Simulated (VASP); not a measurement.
## HC18Cl: single point with PBE+D3(BJ)

The system is HC18Cl, a slab with vacuum.

```
C Cl H
1.0
     7.39800    0.00000    0.00000
    -3.69900    6.40686    0.00000
     0.00000    0.00000   11.00000
C Cl H
18 1 1
Direct
  0.99494 0.99520 0.08894
  0.21810 0.10681 0.08903
  0.99658 0.32812 0.08878
  0.21662 0.43814 0.08890
  0.99452 0.65981 0.08877
  0.21852 0.77179 0.08897
  0.33002 0.99483 0.08912
  0.54963 0.10464 0.08899
  0.32804 0.32644 0.08903
  0.55190 0.43850 0.08902
  0.32844 0.66209 0.08899
  0.55146 0.77346 0.08908
  0.66115 0.99305 0.08894
  0.88498 0.10481 0.08874
  0.66158 0.32862 0.08881
  0.88455 0.44027 0.08847
  0.66336 0.66148 0.08905
  0.88293 0.77128 0.08897
  0.00977 0.36096 0.41303
  0.02865 0.35200 0.29637
```

```
Program             : VASP 6.6.1
Task                : single point
Functional          : PBE
Dispersion          : D3(BJ)
Potentials or basis : VASP PAW PBE potentials, release 64 (C, Cl, H)
Cutoff              : 520 eV
k mesh              : 2 × 2 × 1
Occupations         : fermi-dirac, width 0.02 eV
Spin                : no spin polarisation
```

| Quantity | Value |
| --- | --- |
| Largest force | 0.110 eV/Å |
| Band gap on the k mesh | 0.18 eV, direct |
| Dispersion energy per atom | -0.089 eV |

Forces in eV/Å, atoms in the order of the input:
```
C    0.007  0.003 -0.001
C   -0.007  0.002  0.001
C    0.002  0.008 -0.008
C   -0.018 -0.009 -0.001
C    0.013  0.015 -0.001
C   -0.009 -0.009  0.001
C   -0.006 -0.006 -0.002
C    0.008  0.005  0.003
C   -0.003  0.001  0.001
C    0.003 -0.013 -0.002
C   -0.003 -0.004  0.001
C    0.002  0.007  0.002
C    0.000 -0.001  0.000
C   -0.003  0.010  0.000
C   -0.012 -0.008 -0.001
C    0.016 -0.012  0.005
C   -0.005  0.002  0.002
C    0.008  0.008 -0.002
Cl   0.018 -0.005 -0.106
H   -0.013  0.006  0.109
```

Levels at points of the mesh, in eV from the valence-band top:
| k point | band 36 | band 37 | band 38 | band 39 | band 40 | band 41 | band 42 | band 43 | band 44 | band 45 |
| --- | --- | --- | --- | --- | --- | --- | --- | --- | --- | --- |
| (0.00, 0.00, 0.00) | -3.12 | -2.95 | -2.95 | -0.04 | 0.00 | 0.18 | 0.21 | 3.25 | 4.58 | 4.74 |
| (0.50, 0.00, 0.00) | -2.58 | -2.56 | -2.55 | -2.52 | -2.26 | 1.75 | 2.52 | 2.58 | 2.64 | 2.68 |
| (0.00, 0.50, 0.00) | -2.60 | -2.57 | -2.52 | -2.52 | -2.26 | 1.77 | 2.53 | 2.58 | 2.63 | 2.66 |
| (0.50, 0.50, 0.00) | -2.61 | -2.57 | -2.53 | -2.51 | -2.26 | 1.77 | 2.54 | 2.58 | 2.62 | 2.66 |

It took 2.6 min on 1 thread of Intel(R) Xeon(R) 6975P-C (Granite Rapids) (shared host), peak memory 0.61 GiB.

Caveat: the k points lie up to 0.49 Å⁻¹ apart.
